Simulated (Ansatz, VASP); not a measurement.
One calculation of BaTe, two programs

```
Ba Te
1.0
     4.15590    0.00000    0.00000
     0.00000    4.15590    0.00000
     0.00000    0.00000    4.36903
Ba Te
1 1
Direct
  0.00000 0.00000 0.00000
  0.50000 0.50000 0.50000
```

Change from the starting cell: strain -0.025 along x and y, +0.025 along z, atoms carried along.

Alike in both runs: task single point; functional LDA; k mesh 6 × 6 × 6; occupations gaussian, width 0.05 eV; no spin polarisation.

```csv
,VASP,Ansatz
version,VASP 6.6.1,Ansatz 0.2.0
potentials or method,"VASP PAW LDA potentials, release 64 (Ba_sv, Te), cutoff 520 eV","scalar-relativistic, plane waves, PAW"
valence electrons in the cell,16,26
```

```csv
,VASP,Ansatz,Ansatz less VASP
gap on the k mesh at the Fermi level (eV),0.40,0.51,+0.113
least direct gap on the mesh (eV),0.60,0.70,+0.107
pressure (GPa),-2.1,-2.6,-0.53
"traceless stress, the component that is largest in VASP (GPa)",-2.41,-2.41,+0.003
```

LDA's correlation is that of Perdew and Zunger in VASP and of Perdew and Wang (1992) in Ansatz. VASP's potentials hold 16 valence electrons a cell and Ansatz's 26, so a difference there can come from the potentials and not from the codes.

Neither program's run includes spin-orbit coupling.
